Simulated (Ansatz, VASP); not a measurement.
One calculation of Hg, two programs

File INCAR:

```
SYSTEM = Hg
ALGO     = Normal         ! electronic algorithm
EDIFF    = 1E-6           ! SCF threshold, eV
EDIFFG   = -0.01          ! ionic threshold
ENCUT    = 600            ! plane-wave cutoff, eV
GGA      = RP             ! functional
IBRION   = 2              ! ionic algorithm
ISIF     = 3              ! what is computed and relaxed
ISMEAR   = -1             ! smearing method
LASPH    = .True.         ! aspherical terms in the spheres
LCHARG   = .False.        ! write CHGCAR
LREAL    = .False.        ! projectors in reciprocal space
LWAVE    = .False.        ! write WAVECAR
NELM     = 80             ! most SCF steps
NSW      = 80             ! ionic steps
PREC     = Accurate       ! precision mode
SIGMA    = 0.1            ! smearing width, eV
```

File KPOINTS:

```
k-points
0
Gamma
  11 11 6
  0 0 0
```

POSCAR

```
Hg
1.0
    3.1954827370      0.0000000000      0.0000000000
   -1.5977413685      2.7673692276      0.0000000000
    0.0000000000      0.0000000000      5.2182233095
Hg
2
Direct
    0.3333333333      0.6666666667      0.2500000000
    0.6666666667      0.3333333333      0.7500000000
```

Input for Ansatz:

```yaml
crystal:
  lattice:
    - [3.195482737, 0.0, 0.0]
    - [-1.5977413685, 2.7673692276, 0.0]
    - [0.0, 0.0, 5.2182233095]
  atoms:
    - { symbol: Hg, position: [0.3333333333, 0.6666666667, 0.25] }
    - { symbol: Hg, position: [0.6666666667, 0.3333333333, 0.75] }
hamiltonian:
  xc: rpbe
  pseudopotentials:
    kind: paw
    azcp:
      Hg: "pseudopotentials/Hg.paw.azcp"
basis:
  ecutwfc: 420
  fft_grid_basis: typed
kpoints:
  mp_grid: { grid: [11, 11, 6], shift: [0, 0, 0] }
magnetization:
  spin_polarized: false
scf:
  occupations: { method: fermi_dirac, width: 0.1 }
relax:
  max_steps: 60
  f_tol: 0.01
  cell: {}
output:
  write_density: true
  write_potential: true
  elf: true
  volumetric_format: npy
```

Alike in both runs: task relaxation of cell and atoms; functional RPBE; k mesh 11 × 11 × 6; occupations fermi-dirac, width 0.1 eV; no spin polarisation.

|  | VASP | Ansatz |
| --- | --- | --- |
| version | VASP 6.6.1 | Ansatz 0.2.0 |
| potentials or method | VASP PAW PBE potentials, release 64 (Hg), cutoff 600 eV | plane waves (420 eV) with PAW, scalar-relativistic |
| valence electrons in the cell | 24 | 40 |

|  | VASP | Ansatz | Ansatz less VASP |
| --- | --- | --- | --- |
| gap on the k mesh at the Fermi level, each at its own relaxed structure (eV) | 3.99 | 4.12 | +0.135 |
| relaxed volume (Å³/atom) | 87.03 | 95.70 | +8.677 |
| relaxed cell length with the largest relative difference (Å) | 4.968 | 5.152 | +0.1844 |

VASP's potentials were made for PBE, not for RPBE. One of these differences is far larger than is usual between the two programs; its cause wasn't traced. VASP's potentials hold 24 valence electrons a cell and Ansatz's 40, so a difference there can come from the potentials and not from the codes. Ansatz's warnings: xc potential rough in thin density.

Spin-orbit coupling is off throughout. Noted on VASP's run: the volume moved by over 15 % at a fixed basis, so the end points are rough.
